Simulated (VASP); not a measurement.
Input of a VASP 6.6.1 run:

File POSCAR:

```
Cu3Te
1.0
    3.9203509200      0.0000000000      0.0000000000
    0.0000000000      3.9203509200      0.0000000000
    0.0000000000      0.0000000000      3.9466620000
Cu Te
3 1
Direct
    0.0000000000      0.5000000000      0.5000000000
    0.5000000000      0.0000000000      0.5000000000
    0.5000000000      0.5000000000      0.0000000000
    0.0000000000      0.0000000000      0.0000000000
```

The input INCAR.step1:

```
PREC     = Accurate       # precision mode
ENCUT    = 520            # plane-wave cutoff, eV
ISMEAR   = -1             # smearing method
SIGMA    = 0.1            # smearing width, eV
LREAL    = F              # projectors in reciprocal space
LASPH    = T              # aspherical terms in the spheres
NELM     = 60             # most SCF steps
NBANDS   = 28             # bands
GGA      = PE             # functional
ALGO     = Normal         # electronic algorithm
EDIFF    = 1E-4           # SCF threshold, eV
LWAVE    = T              # write WAVECAR
LCHARG   = F              # write CHGCAR
```

Contents of INCAR.step2:

```
PREC     = Accurate       # precision mode
ENCUT    = 520            # plane-wave cutoff, eV
EDIFF    = 1E-7           # SCF threshold, eV
ISMEAR   = -1             # smearing method
SIGMA    = 0.1            # smearing width, eV
LREAL    = F              # projectors in reciprocal space
LASPH    = T              # aspherical terms in the spheres
NELM     = 60             # most SCF steps
ALGO     = Normal         # electronic algorithm
ISIF     = 2              # what is computed and relaxed
LWAVE    = F              # write WAVECAR
LCHARG   = F              # write CHGCAR
METAGGA  = R2SCAN         # meta-GGA
LMIXTAU  = T            
NBANDS   = 28             # bands
ISTART   = 1
```

KPOINTS

```
regular mesh
0
Gamma
  6 6 6
```

Potentials or basis: VASP PAW PBE potentials, release 64 (Cu, Te).

Launch:

```bash
$ cat potpaw_PBE.64/Cu/POTCAR potpaw_PBE.64/Te/POTCAR > POTCAR
$ cp INCAR.step1 INCAR
$ mpirun -np 1 vasp_std > vasp.out
$ cp INCAR.step2 INCAR
$ mpirun -np 1 vasp_std > vasp.out
```

(1) Estimate the pressure.

## Answers

(1) -0.8 GPa.

Caveat: the PAW data sets were made with another functional, which shifts forces and pressure a little.
